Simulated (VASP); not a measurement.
# BiTe (R-3m) in VASP: notebook

BiTe is run at these levels: BLYP+D3(BJ), PBE; tasks: single point.

Everything below comes from runs of VASP 6.6.1. Logs are shortened: lines on timing, memory, paths and dates and some standing lists are left out, and cuts for length are marked.

## 1. The cell of the first run

Symmetry: R-3m, No. 166, trigonal system. The conventional cell has a = 4.815 Å, b = 4.815 Å, c = 9.743 Å, α = 90.00°, β = 90.00°, γ = 120.00°. Bi (site symmetry -3m) has 6 Te at 3.22 Å within 4.2 Å. Te (site symmetry -3m) has 6 Bi at 3.22 Å within 4.2 Å.

## 2. Single point, BLYP+D3(BJ)

The input, INCAR:

```
SYSTEM = BiTe
  PREC = Accurate
  ENCUT = 520
  EDIFF = 1E-6
  ISMEAR = -1
  SIGMA = 0.05
  LREAL = .FALSE.
  LASPH = .TRUE.
  NELM = 80
  ALGO = Normal
  ISIF = 2
  LWAVE = .FALSE.
  LCHARG = .FALSE.
  GGA = B5
  ALDAX = 1.0
  AGGAX = 1.0
  AGGAC = 1.0
  ALDAC = 0.0
  IVDW = 12
  VDW_S6 = 1.0
  VDW_S8 = 2.6996
  VDW_A1 = 0.4298
  VDW_A2 = 4.2359
  NBANDS = 18
```

The input, KPOINTS:

```
Automatic mesh
0
G
  7 7 7
  0 0 0
```

The input, POSCAR:

```
BiTe
1.0
    2.4077418659      1.3901104144      3.2478105536
   -2.4077418659      1.3901104144      3.2478105536
    0.0000000000     -2.7802208288      3.2478105536
Bi Te
1 1
Direct
    0.5000000000      0.5000000000      0.5000000000
    0.0000000000      0.0000000000      0.0000000000
```

Potentials or basis: VASP PAW PBE potentials, release 64 (Bi_d, Te).

The run is started by

```console
$ cat potpaw_PBE.64/Bi_d/POTCAR potpaw_PBE.64/Te/POTCAR > POTCAR
$ mpirun -np 1 vasp_std > vasp.out
```

OUTCAR:

```text
SYSTEM = BiTe
   PREC = Accurate
   ENCUT = 520
   EDIFF = 1E-6
   ISMEAR = -1
   LREAL = .FALSE.
   LASPH = .TRUE.
   NELM = 80
   ISIF = 2
   GGA = B5
   IVDW = 12
 IVDW          = 12

 ion  position               nearest neighbor table
   1  0.500  0.500  0.500-   2 3.22   2 3.22   2 3.22   2 3.22   2 3.22   2 3.22
   2  0.000  0.000  0.000-   1 3.22   1 3.22   1 3.22   1 3.22   1 3.22   1 3.22

  LATTYP: Found a trigonal (rhomboedric) cell.
 ALAT       =     4.2752662197
 COS(alpha) =     0.3656579261

  Lattice vectors:

 A1 = (   2.4077418659,   1.3901104144,   3.2478105536)
 A2 = (  -2.4077418659,   1.3901104144,   3.2478105536)
 A3 = (   0.0000000000,  -2.7802208288,   3.2478105536)

Analysis of symmetry for initial positions (statically):
=====================================================================
 Subroutine PRICEL returns:
 Original cell was already a primitive cell.

 Routine SETGRP: Setting up the symmetry group for a
 trigonal (rhombohedral) supercell.

 Subroutine GETGRP returns: Found 12 space group operations
 (whereof 12 operations were pure point group operations)
 out of a pool of 12 trial point group operations.

The static configuration has the point symmetry D_3d.

Analysis of symmetry for dynamics (positions and initial velocities):
=====================================================================
 Subroutine PRICEL returns:
 Original cell was already a primitive cell.

 Routine SETGRP: Setting up the symmetry group for a
 trigonal (rhombohedral) supercell.

 Subroutine GETGRP returns: Found 12 space group operations
 (whereof 12 operations were pure point group operations)
 out of a pool of 12 trial point group operations.

The dynamic configuration has the point symmetry D_3d.

 Subroutine INISYM returns: Found 12 space group operations
 (whereof 12 operations are pure point group operations),
 and found     1 'primitive' translations

----------------------------------------------------------------------------------------

                                     Primitive cell

  volume of cell :      65.2231

  direct lattice vectors                    reciprocal lattice vectors
     2.407741866  1.390110414  3.247810554     0.207663457  0.119894553  0.102633244
    -2.407741866  1.390110414  3.247810554    -0.207663457  0.119894553  0.102633244
     0.000000000 -2.780220829  3.247810554     0.000000000 -0.239789106  0.102633244

  length of vectors
     4.275266220  4.275266220  4.275266220     0.260830209  0.260830209  0.260830209

  position of ions in fractional coordinates (direct lattice)
     0.500000000  0.500000000  0.500000000
     0.000000000  0.000000000  0.000000000

  ion indices of the primitive-cell ions
   primitive index   ion index
                 1           1
                 2           2

----------------------------------------------------------------------------------------

 KPOINTS: Automatic mesh

Automatic generation of k-mesh.
 Grid dimensions read from file:
 generate k-points for:    7    7    7

 Generating k-lattice:

  Cartesian coordinates                     Fractional coordinates (reciprocal lattice)
     0.029666208  0.017127793  0.014661892     0.142857143 -0.000000000  0.000000000
    -0.029666208  0.017127793  0.014661892    -0.000000000  0.142857143  0.000000000
     0.000000000 -0.034255587  0.014661892     0.000000000  0.000000000  0.142857143

  Length of vectors
     0.037261458  0.037261458  0.037261458

  Shift w.r.t. Gamma in fractional coordinates (k-lattice)
     0.000000000  0.000000000  0.000000000

 Subroutine IBZKPT returns following result:
 ===========================================

 Found     44 irreducible k-points:

 Following reciprocal coordinates:
            Coordinates               Weight
  0.000000  0.000000  0.000000      1.000000
  0.142857 -0.000000  0.000000      6.000000
  0.285714 -0.000000  0.000000      6.000000
  0.428571 -0.000000 -0.000000      6.000000
  0.142857  0.142857  0.000000      6.000000
  0.285714  0.142857  0.000000     12.000000
[... 16 lines left out ...]
  0.285714  0.285714  0.142857      6.000000
  0.428571  0.285714  0.142857     12.000000
 [... further k-points ...]
   k-points           NKPTS =     44   k-points in BZ     NKDIM =     44   number of bands    NBANDS=     18
   number of dos      NEDOS =    301   number of ions     NIONS =      2
   total plane-waves  NPLWV =  32768
   dimension x,y,z NGX =    32 NGY =   32 NGZ =   32
   dimension x,y,z NGXF=    64 NGYF=   64 NGZF=   64
   ions per type =               1   1
   NGX,Y,Z   is equivalent  to a cutoff of  12.44, 12.44, 12.44 a.u.
   NGXF,Y,Z  is equivalent  to a cutoff of  24.89, 24.89, 24.89 a.u.
 SYSTEM =  BiTe
   PREC   = accura    normal or accurate (medium, high low for compatibility)
   ISTART =      0    job   : 0-new  1-cont  2-samecut
   ICHARG =      2    charge: 1-file 2-atom 10-const
   ISPIN  =      1    spin polarized calculation?
[... 93 lines left out ...]
     18      17.3165      0.00000

 k-point     4 :       0.4286   -0.0000   -0.0000
  band No.  band energies     occupation
      1     -15.6460      2.00000
      2     -15.6450      2.00000
      3     -15.6304      2.00000
      4     -15.6179      2.00000
      5     -15.5993      2.00000
      6      -4.6161      2.00000
[... 10 lines left out ...]
     17      16.1340      0.00000
     18      17.7019      0.00000

 k-point     5 :       0.1429    0.1429    0.0000
  band No.  band energies     occupation
      1     -15.6462      2.00000
      2     -15.6439      2.00000
      3     -15.6271      2.00000
      4     -15.6230      2.00000
      5     -15.6029      2.00000
      6      -5.9142      2.00000
[... 10 lines left out ...]
     17      14.8058      0.00000
     18      14.9370      0.00000

 k-point     6 :       0.2857    0.1429    0.0000
  band No.  band energies     occupation
      1     -15.6477      2.00000
      2     -15.6437      2.00000
      3     -15.6282      2.00000
      4     -15.6188      2.00000
      5     -15.6019      2.00000
      6      -5.4979      2.00000
[... 10 lines left out ...]
     17      15.4888      0.00000
     18      16.3532      0.00000

 k-point     7 :       0.4286    0.1429    0.0000
  band No.  band energies     occupation
      1     -15.6481      2.00000
      2     -15.6445      2.00000
      3     -15.6290      2.00000
      4     -15.6164      2.00000
      5     -15.5998      2.00000
      6      -4.7733      2.00000
[... 10 lines left out ...]
     17      17.4716      0.00000
     18      17.7092      0.00000

 k-point     8 :      -0.4286    0.1429    0.0000
  band No.  band energies     occupation
      1     -15.6467      2.00000
      2     -15.6454      2.00000
      3     -15.6289      2.00000
      4     -15.6169      2.00000
      5     -15.5995      2.00000
      6      -4.2031      2.00000
[... 10 lines left out ...]
     17      16.6523      0.00000
     18      17.6317      0.00000
[... 229 lines left out ...]
     17      17.1993      0.00000
     18      18.4783      0.00000

 k-point    20 :      -0.4286    0.1429    0.1429
  band No.  band energies     occupation
      1     -15.6478      2.00000
      2     -15.6456      2.00000
      3     -15.6262      2.00000
      4     -15.6166      2.00000
      5     -15.6004      2.00000
      6      -4.1042      2.00000
[... 10 lines left out ...]
     17      16.7542      0.00000
     18      17.3400      0.00000

 k-point    21 :      -0.2857    0.1429    0.1429
  band No.  band energies     occupation
      1     -15.6478      2.00000
      2     -15.6434      2.00000
      3     -15.6255      2.00000
      4     -15.6206      2.00000
      5     -15.6012      2.00000
      6      -4.8427      2.00000
[... 10 lines left out ...]
     17      16.1785      0.00000
     18      16.3694      0.00000

 k-point    22 :      -0.1429    0.1429    0.1429
  band No.  band energies     occupation
      1     -15.6471      2.00000
      2     -15.6426      2.00000
      3     -15.6257      2.00000
      4     -15.6241      2.00000
      5     -15.6020      2.00000
      6      -5.5428      2.00000
[... 10 lines left out ...]
     17      15.5530      0.00000
     18      15.7643      0.00000

 k-point    23 :       0.2857    0.2857    0.1429
  band No.  band energies     occupation
      1     -15.6498      2.00000
      2     -15.6458      2.00000
      3     -15.6232      2.00000
      4     -15.6147      2.00000
      5     -15.6037      2.00000
      6      -5.4051      2.00000
[... 10 lines left out ...]
     17      16.8012      0.00000
     18      16.8332      0.00000

 k-point    24 :       0.4286    0.2857    0.1429
  band No.  band energies     occupation
      1     -15.6515      2.00000
      2     -15.6457      2.00000
      3     -15.6236      2.00000
      4     -15.6118      2.00000
      5     -15.6022      2.00000
      6      -4.8964      2.00000
[... 10 lines left out ...]
     17      16.8905      0.00000
     18      18.2899      0.00000

 [... further k-points ...]

------------------------ aborting loop because EDIFF is reached ----------------------------------------

 Edisp (eV)   -2.23303

 E8    (eV) :    -1.7116

  FORCE on cell =-STRESS in cart. coord.  units (eV):
  Direction    XX          YY          ZZ          XY          YZ          ZX
  --------------------------------------------------------------------------------------
  -------------------------------------------------------------------------------------
  Total       0.07705     0.07705     0.04319    -0.00000     0.00000     0.00000
  in kB       1.89267     1.89267     1.06106    -0.00000     0.00000     0.00000
  external pressure =        1.62 kB  Pullay stress =        0.00 kB

 VOLUME and BASIS-vectors are now :
 -----------------------------------------------------------------------------
  energy-cutoff  :      520.00
  volume of cell :       65.22
      direct lattice vectors                 reciprocal lattice vectors
     2.407741866  1.390110414  3.247810554     0.207663457  0.119894553  0.102633244
    -2.407741866  1.390110414  3.247810554    -0.207663457  0.119894553  0.102633244
     0.000000000 -2.780220829  3.247810554     0.000000000 -0.239789106  0.102633244

 POSITION                                       TOTAL-FORCE (eV/Angst)
 -----------------------------------------------------------------------------------
      0.00000      0.00000      4.87172         0.000000      0.000000     -0.000000
      0.00000      0.00000      0.00000        -0.000000      0.000000      0.000000
 -----------------------------------------------------------------------------------
    total drift:                               -0.000000      0.000000     -0.000000

  FREE ENERGIE OF THE ION-ELECTRON SYSTEM (eV)
  ---------------------------------------------------
  free  energy   TOTEN  =        -7.9738397007 eV

  energy  without entropy=       -7.9616352619  energy(sigma->0) =       -7.96773748
```

Run time: 18 s. Hardware: 1 thread of Intel Xeon 6975P-C (Granite Rapids), shared host; peak memory 0.21 GiB.

Results:

- Free energy: -7.9738 eV
- Pressure: 0.2 GPa
- Dispersion energy per atom: -1.117 eV

Stress tensor (GPa, compression positive):
```
0.19 0.00 0.00
0.00 0.19 0.00
0.00 0.00 0.11
```

Caveat: the PAW data sets were made with another functional, which shifts forces and pressure a little; spin-orbit coupling is left out, which moves the levels of the heavy elements; pairwise dispersion overbinds metals, which lowers pressure and volume.

## 3. Single point, PBE

This run uses another cell than the first one, of 33.72 Å³/atom, 1.034 times its volume.

The input, INCAR:

```
PREC     = Accurate       # precision mode
ENCUT    = 520            # plane-wave cutoff, eV
EDIFF    = 1E-6           # SCF threshold, eV
ISMEAR   = 0              # smearing method
SIGMA    = 0.019000000000000003 # smearing width, eV
LREAL    = False          # projectors in reciprocal space
LASPH    = True           # aspherical terms in the spheres
NELM     = 80             # most SCF steps
ALGO     = Normal         # electronic algorithm
ISIF     = 2              # what is computed and relaxed
LWAVE    = False          # write WAVECAR
LCHARG   = False          # write CHGCAR
GGA      = PE             # functional
NBANDS   = 18             # bands
```

The input, KPOINTS:

```
Automatic mesh
0
Gamma
  7 7 7
```

The input, POSCAR:

```
BiTe
1.0
    2.4227077728      1.3987509848      3.3172919545
   -2.4227077728      1.3987509848      3.3172919545
    0.0000000000     -2.7975019696      3.3172919545
Bi Te
1 1
Direct
    0.5000000000      0.5000000000      0.5000000000
    0.0000000000      0.0000000000      0.0000000000
```

Potentials or basis: VASP PAW PBE potentials, release 64 (Bi_d, Te).

The run is started by

```console
$ cat potpaw_PBE.64/Bi_d/POTCAR potpaw_PBE.64/Te/POTCAR > POTCAR
$ mpirun -np 1 vasp_std > vasp.out
```

It took 12 s on 1 thread of Intel Xeon 6975P-C (Granite Rapids), shared host; peak memory 0.2 GiB.

The run converged. Its results:

* Free energy: -7.1699 eV
* Pressure: 0.1 GPa

Stress tensor (GPa, compression positive):
```
 0.19  0.00  0.00
 0.00  0.19  0.00
 0.00  0.00 -0.05
```

Levels at points of the mesh, in eV from the Fermi level:
```csv
k point,band 6,band 7,band 8,band 9,band 10,band 11,band 12,band 13,band 14,band 15
"(0.00, 0.00, 0.00)",-13.53,-8.33,-2.96,-2.96,-1.66,1.83,2.45,2.45,4.02,4.02
```

Caveat: spin-orbit coupling is left out, which moves the levels of the heavy elements.

## 4. Single point, PBE

This run uses another cell than the first one, of 33.72 Å³/atom, 1.034 times its volume.

The input, INCAR:

```
SYSTEM = BiTe
ALGO = Normal
EDIFF = 1E-7
ENCUT = 520
GGA = PE
ISIF = 2
ISMEAR = 0
LASPH = .TRUE.
LCHARG = .TRUE.
LELF = .TRUE.
LREAL = .FALSE.
LVHAR = .TRUE.
LWAVE = .FALSE.
NBANDS = 18
NELM = 60
PREC = Accurate
SIGMA = 0.023
```

The input, KPOINTS:

```
k-points
0
G
  7 7 7
  0 0 0
```

POSCAR is that of step 3.

The run is started by

```console
$ cat potpaw_PBE.64/Bi_d/POTCAR potpaw_PBE.64/Te/POTCAR > POTCAR
$ mpirun -np 1 vasp_std > vasp.out
```

Run time: 14 s. Hardware: 1 thread of Intel Xeon 6975P-C (Granite Rapids), shared host; peak memory 0.21 GiB.

The run converged. Its results:

```
Free energy : -7.1699 eV
Pressure    : 0.1 GPa
```

Stress tensor (GPa, compression positive):
```
 0.20  0.00  0.00
 0.00  0.20  0.00
 0.00  0.00 -0.05
```

Levels at points of the mesh, in eV from the Fermi level:
```
           k point  band 7  band 8  band 9  band 10  band 11  band 12  band 13  band 14
(0.00, 0.00, 0.00)   -8.33   -2.96   -2.96    -1.66     1.83     2.45     2.45     4.02
```

Caveat: spin-orbit coupling is left out, which moves the levels of the heavy elements.

## 5. Single point, PBE

This run uses another cell than the first one, of 33.72 Å³/atom, 1.034 times its volume.

The input, INCAR:

```
  PREC = Accurate
  ENCUT = 520
  EDIFF = 1E-6
  ISMEAR = 0
  SIGMA = 0.024
  LREAL = F
  LASPH = T
  NELM = 60
  ALGO = Normal
  ISIF = 2
  LWAVE = F
  LCHARG = F
  GGA = PE
  NBANDS = 18
```

The input, KPOINTS:

```
Automatic mesh
0
Gamma
  7 7 7
```

POSCAR is that of step 4.

The run is started by

```console
$ cat potpaw_PBE.64/Bi_d/POTCAR potpaw_PBE.64/Te/POTCAR > POTCAR
$ mpirun -np 1 vasp_std > vasp.out
```

Wall time 12 s (1 thread of Intel Xeon 6975P-C (Granite Rapids), shared host); peak memory 0.2 GiB.

It converged, with:

| Item | Value |
| --- | --- |
| Free energy | -7.1700 eV |
| Pressure | 0.1 GPa |

Stress tensor (GPa, compression positive):
```
 0.19  0.00  0.00
 0.00  0.19  0.00
 0.00  0.00 -0.05
```

Levels at points of the mesh, in eV from the Fermi level:
| k point | band 7 | band 8 | band 9 | band 10 | band 11 | band 12 | band 13 | band 14 |
| --- | --- | --- | --- | --- | --- | --- | --- | --- |
| (0.00, 0.00, 0.00) | -8.33 | -2.96 | -2.96 | -1.65 | 1.83 | 2.45 | 2.45 | 4.02 |

Caveat: spin-orbit coupling is left out, which moves the levels of the heavy elements.

## 6. Single point, PBE

This run uses another cell than the first one, of 33.72 Å³/atom, 1.034 times its volume.

The input, INCAR:

```
SYSTEM = BiTe
ALGO = Normal
EDIFF = 1E-6
ENCUT = 520
GGA = PE
ISIF = 2
ISMEAR = 0
LASPH = .TRUE.
LCHARG = .TRUE.
LELF = .TRUE.
LREAL = .FALSE.
LVHAR = .TRUE.
LWAVE = .FALSE.
NBANDS = 18
NELM = 60
PREC = Accurate
SIGMA = 0.028999999999999998
```

The input, KPOINTS:

```
k-points
0
G
  7 7 7
  0 0 0
```

POSCAR is that of step 5.

Potentials or basis: VASP PAW PBE potentials, release 64 (Bi_d, Te).

The run is started by

```console
$ cat potpaw_PBE.64/Bi_d/POTCAR potpaw_PBE.64/Te/POTCAR > POTCAR
$ mpirun -np 1 vasp_std > vasp.out
```

It took 13 s on 1 thread of Intel Xeon 6975P-C (Granite Rapids), shared host; peak memory 0.2 GiB.

Results (log left out):

| Item | Value |
| --- | --- |
| Free energy | -7.1700 eV |
| Pressure | 0.1 GPa |

Stress tensor (GPa, compression positive):
```
 0.19  0.00  0.00
 0.00  0.19  0.00
 0.00  0.00 -0.05
```

Levels at points of the mesh, in eV from the Fermi level:
```tsv
k point	band 6	band 7	band 8	band 9	band 10	band 11	band 12	band 13	band 14	band 15
(0.00, 0.00, 0.00)	-13.53	-8.32	-2.96	-2.96	-1.65	1.83	2.46	2.46	4.02	4.02
```

Caveat: spin-orbit coupling is left out, which moves the levels of the heavy elements.

## 7. The runs side by side

```csv
level,cell,smearing,gap on the mesh (eV),pressure (GPa)
BLYP+D3(BJ),"a = 4.275 Å, angles 68.6°, 2 atoms",fermi-dirac 0.05 eV,none,0.2
PBE,"a = 4.339 Å, angles 67.9°, 2 atoms",gaussian 0.019 eV,none,0.1
PBE,"a = 4.339 Å, angles 67.9°, 2 atoms",gaussian 0.023 eV,none,0.1
PBE,"a = 4.339 Å, angles 67.9°, 2 atoms",gaussian 0.024 eV,none,0.1
PBE,"a = 4.339 Å, angles 67.9°, 2 atoms",gaussian 0.029 eV,none,0.1
```

Alike in all rows: task single point; potentials or basis VASP PAW PBE potentials, release 64 (Bi_d, Te); no spin polarisation; k mesh 7 × 7 × 7; cutoff (eV) 520.

Caveats: spin-orbit coupling is left out, which moves the levels of the heavy elements; the PAW data sets were made with another functional, which shifts forces and pressure a little (some runs); pairwise dispersion overbinds metals, which lowers pressure and volume (some runs).

Absolute energies hang on the potentials; compare differences alone.
